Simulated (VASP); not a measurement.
Write the native input for VASP 6.6.1 that does the following.

| Property | Result |
| --- | --- |
| Task | single point |
| Functional | PBEsol |
| Potentials or basis | VASP PAW PBE potentials, release 64 (Mo_sv) |
| Cutoff | 520 eV |
| k mesh | 8 × 8 × 8 |
| Occupations | gaussian, width 0.1 eV |
| Spin | no spin polarisation |
| Dipole correction | no |
| Further INCAR settings | ALGO = Fast; EDIFF = 1e-07; NBANDS = 13 |

The structure of Mo lies in POSCAR:

```
Mo
1.0
   -1.3954239134      1.3954239134      2.1229339179
    1.3954239134     -1.3954239134      2.1229339179
    1.3954239134      1.3954239134     -2.1229339179
Mo
1
Direct
    0.0000000000      0.0000000000      0.0000000000
```

The input as run:

INCAR

```
SYSTEM = Mo
  PREC = Accurate
  ENCUT = 520
  EDIFF = 1E-7
  ISMEAR = 0
  SIGMA = 0.1
  LREAL = .False.
  LASPH = .True.
  NELM = 100
  ALGO = Fast
  ISIF = 2
  LWAVE = .False.
  LCHARG = .False.
  GGA = PS
  NBANDS = 13
```

KPOINTS

```
regular mesh
0
Gamma
  8 8 8
  0 0 0
```

Potentials or basis: VASP PAW PBE potentials, release 64 (Mo_sv).

The run is started by

```sh
$ cat potpaw_PBE.64/Mo_sv/POTCAR > POTCAR
$ mpirun -np 1 vasp_std > vasp.out
```

It gave:

```
Pressure               : -13.7 GPa
Band gap on the k mesh : zero (band 7 reaches 14.87 eV, above the bottom of band 8 at 10.82 eV)
```

Caveat: the k points lie up to 0.40 Å⁻¹ apart; the PAW data sets were made with another functional, which shifts forces and pressure a little.

It took 12 s on 1 thread of AMD EPYC 9R45 96-Core Processor (Zen 5), on a shared host, peak memory 0.11 GiB.
